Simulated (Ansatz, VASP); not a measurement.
## MnS in VASP and in Ansatz

```
Mn S
1.0
     0.02943    2.59790    2.69336
     2.60213    0.02137    2.70142
     2.56875    2.57258    0.05475
Mn S
1 1
Cartesian
  0.0000 0.0000 0.0000
  2.6002 2.5959 2.7248
```

Change from the starting cell: cell strained at random at fixed volume.

Alike in both runs: functional RPBE; k mesh 9 × 9 × 9; occupations tetrahedron; collinear spin; Hubbard terms Mn d U = 3.5 eV.

```csv
,VASP,Ansatz
version,VASP 6.6.1,Ansatz 0.2.0
potentials or method,"VASP PAW PBE potentials, release 64 (Mn_sv, S)",Ansatz PAW earlier set
plane-wave cutoff (eV),600,780
valence electrons in the cell,21,21
task,single point,projected density of states
```

Ansatz gave:

| Property | Result |
| --- | --- |
| gap on the k mesh at the Fermi level (eV) | 0.70 |
| least direct gap on the mesh (eV) | 2.28 |
| pressure (GPa) | 7.7 |
| traceless stress, the component that is largest in VASP (GPa) | -2.84 |
| net moment per atom (μB) | 2.50 |
| size of the moment on the site where the two differ most (μB) | 4.48 |

Task: Which values does VASP return?

Result: gap on the k mesh at the Fermi level (eV): 0.27; least direct gap on the mesh (eV): 2.32; pressure (GPa): 5.7; traceless stress, the component that is largest in VASP (GPa): -2.74; net moment per atom (μB): 2.50; size of the moment on the site where the two differ most (μB): 4.43.

VASP's potentials were made for PBE, not for RPBE. Site moments also hang on the region over which each program counts them. The programs project onto different local orbitals, so the same U acts differently, and such runs can settle in different states.

Noted on Ansatz's run: the magnetic or orbital state may not be the lowest; odd divisions of the mesh miss points on the zone boundary, where band edges often lie, so the gap on the mesh can be too wide.
